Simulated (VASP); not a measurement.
Input of a VASP 6.6.1 run:

POSCAR

```
Ru
1.0
    1.3514453965     -2.3407720905      0.0000000000
    1.3514453966      2.3407720905      0.0000000000
    0.0000000000      0.0000000000      4.2643690370
Ru
2
Direct
    0.6666666670      0.3333333330      0.2500000000
    0.3333333330      0.6666666670      0.7500000000
```

The input INCAR.step1:

```
SYSTEM = Ru
  PREC = Accurate
  ENCUT = 660
  ISMEAR = -1
  SIGMA = 0.05
  LREAL = .False.
  LASPH = .True.
  NELM = 120
  NBANDS = 23
  GGA = PE
  ALGO = Normal
  EDIFF = 1E-5
  LWAVE = .True.
  LCHARG = .False.
  GGA_COMPAT = .False.
```

Contents of INCAR.step2:

```
SYSTEM = Ru
  PREC = Accurate
  ENCUT = 660
  EDIFF = 1E-6
  ISMEAR = -1
  SIGMA = 0.05
  LREAL = .False.
  LASPH = .True.
  NELM = 120
  ALGO = Normal
  ISIF = 2
  LWAVE = .False.
  LCHARG = .True.
  METAGGA = R2SCAN
  LMIXTAU = .True.
  LELF = .True.
  LVHAR = .True.
  NBANDS = 23
  ISTART = 1
  GGA_COMPAT = .False.
```

Contents of KPOINTS:

```
regular mesh
0
Gamma
  15 15 9
  0 0 0
```

Potentials or basis: VASP PAW PBE potentials, release 64 (Ru_sv).

Launch:

```bash
$ cat potpaw_PBE.64/Ru_sv/POTCAR > POTCAR
$ cp INCAR.step1 INCAR
$ mpirun -np 1 vasp_std > vasp.out
$ cp INCAR.step2 INCAR
$ mpirun -np 1 vasp_std > vasp.out
```

Problem. What does it give for the band gap on the k mesh?

Solution. Zero (bands 16 and 17 overlap by 3.21 eV).

Problem. What does it give for the pressure?

Solution. 0.1 GPa.

Stress tensor (GPa, compression positive):
```
-0.08  0.00  0.00
 0.00 -0.08  0.00
 0.00  0.00  0.57
```

Caveat: the PAW data sets were made with another functional, which shifts forces and pressure a little.
